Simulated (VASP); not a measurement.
ScAlTlAs3:

```
CELL_PARAMETERS angstrom
6.04238 0.00000 0.00000
-3.02119 5.23285 0.00000
0.00000 0.00000 4.44263
ATOMIC_POSITIONS crystal
Sc 0.33333 0.66667 0.00000
Al 0.00000 0.00000 0.00000
Tl 0.66667 0.33333 0.00000
As 0.66505 0.83253 0.50000
As 0.16747 0.83253 0.50000
As 0.16747 0.33495 0.50000
```

* Program: VASP 6.6.1
* Task: relaxation of cell and atoms
* Functional: PBE
* Potentials or basis: VASP PAW PBE potentials, release 64 (Sc_sv, Al, Tl_d, As)
* Cutoff: 600 eV
* k mesh: 3 × 3 × 4
* Occupations: gaussian, width 0.1 eV
* Spin: no spin polarisation

At the start: pressure -2.6 GPa; volume 23.41 Å³/atom.

Q: Where does the relaxation end?

A: Over 14 steps the energy falls by 154.5 meV/atom and the volume is 23.44 Å³/atom (+0.1 %); space group P-6m2 (No. 187, to 0.05 Å).

The path:
```
step  energy change (eV)  largest force (eV/Å)  pressure (GPa)  volume (Å³)
   1              0.0000                0.4734           -2.62       140.47
   2             -0.3227                0.6351            0.55       132.71
   3             -0.3910                0.6342            2.47       129.32
   4             -0.3029                0.6689            7.34       122.58
   5             -0.3986                0.6621            3.40       127.85
   6             -0.5589                0.4085            3.57       129.18
   7             -0.6202                0.0845            3.36       130.02
   8             -0.7039                1.0036            3.92       131.42
   9             -0.8448                0.7382            1.08       139.83
  10             -0.8472                0.6925            0.60       141.41
  11             -0.8956                0.4516            0.10       141.65
  12             -0.9213                0.1582           -0.46       141.94
  13             -0.9214                0.1351           -0.49       141.97
  14             -0.9272                0.0157            0.16       140.63
```

Final structure:
```
Sc Al Tl As
1.0
     6.59341    0.00000    0.00000
    -3.29671    5.71006    0.00000
     0.00000    0.00000    3.73535
Sc Al Tl As
1 1 1 3
Direct
  0.33333 0.66667 0.00000
  0.00000 0.00000 0.00000
  0.66667 0.33333 0.00000
  0.68020 0.84010 0.50000
  0.15990 0.84010 0.50000
  0.15990 0.31980 0.50000
```

Caveat: the k points lie up to 0.42 Å⁻¹ apart in the final cell.
